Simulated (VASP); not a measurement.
## Cl: single point with PBEsol

Cl:

```
Cl
1.0
     0.00000    2.63333    2.63333
     2.63333    0.00000    2.63333
     2.63333    2.63333    0.00000
Cl
2
Direct
  0.87500 0.87500 0.87500
  0.12500 0.12500 0.12500
```

This cell differs from its parent crystal: volume scaled by 0.58.

- Program: VASP 6.6.1
- Task: single point
- Functional: PBEsol
- Potentials or basis: VASP PAW PBE potentials, release 64 (Cl)
- Cutoff: 520 eV
- k mesh: 12 × 12 × 12
- Occupations: fermi-dirac, width 0.1 eV
- Spin: no spin polarisation

- Pressure: 37.5 GPa
- Band gap on the k mesh: zero (band 7 reaches 6.76 eV, above the bottom of band 8 at 3.05 eV)

Levels at points of the mesh, in eV from the Fermi level:
```tsv
k point	band 5	band 6	band 7	band 8	band 9	band 10
(0.00, 0.00, 0.00)	-6.06	-2.53	-2.53	-2.53	5.53	8.33
(0.50, 0.00, 0.00)	-6.43	-1.18	-1.18	0.80	7.68	8.74
(0.50, 0.50, 0.00)	-3.75	-3.75	1.17	1.17	6.82	6.82
```

Wall time 28 s on 1 thread of Intel(R) Xeon(R) Platinum 8375C CPU @ 2.90GHz (Ice Lake) (shared host), peak memory 0.16 GiB.

Caveat: the PAW data sets were made with another functional, which shifts forces and pressure a little.
